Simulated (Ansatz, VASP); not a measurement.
# EuBe2 in VASP and in Ansatz

```
Eu Be
1.0
     0.00000    3.64332    3.64332
     3.64332    0.00000    3.64332
     3.64332    3.64332    0.00000
Eu Be
2 4
Direct
  0.00000 0.00000 0.00000
  0.25000 0.25000 0.25000
  0.62500 0.62500 0.62500
  0.12500 0.62500 0.62500
  0.62500 0.12500 0.62500
  0.62500 0.62500 0.12500
```

Change from the starting cell: species swapped into the TmNi2 type (Fd-3m, No. 227).

Alike in both runs: functional PBE; k mesh 4 × 4 × 4; occupations gaussian, width 0.1 eV; collinear spin.

Ansatz relaxed the structure, and its values are those at the end. VASP's run is a single point on that final structure, the one shown.

```csv
,VASP,Ansatz
version,VASP 6.6.1,Ansatz 0.2.0
potentials or method,"VASP PAW PBE potentials, release 64 (Eu, Be), cutoff 520 eV","scalar-relativistic, plane waves, PAW"
valence electrons in the cell,42,42
```

Ansatz gave:

```
gap on the k mesh at the Fermi level (eV)                     : none
pressure (GPa)                                                : -0.3
net moment per atom (μB)                                      : 2.25
size of the moment on the site where the two differ most (μB) : 6.59
```

Problem. What did VASP give for the same quantities?

Solution. gap on the k mesh at the Fermi level (eV): none; pressure (GPa): -0.3; net moment per atom (μB): 2.25; size of the moment on the site where the two differ most (μB): 6.44.

Site moments also hang on the region over which each program counts them. A gap of «none» marks a metal or a gap that the smearing closes. With one functional, cell and mesh, what is left measures potentials, basis and numerics.

The k mesh is coarse, so the values compare programs but aren't converged. Spin-orbit coupling is off throughout.
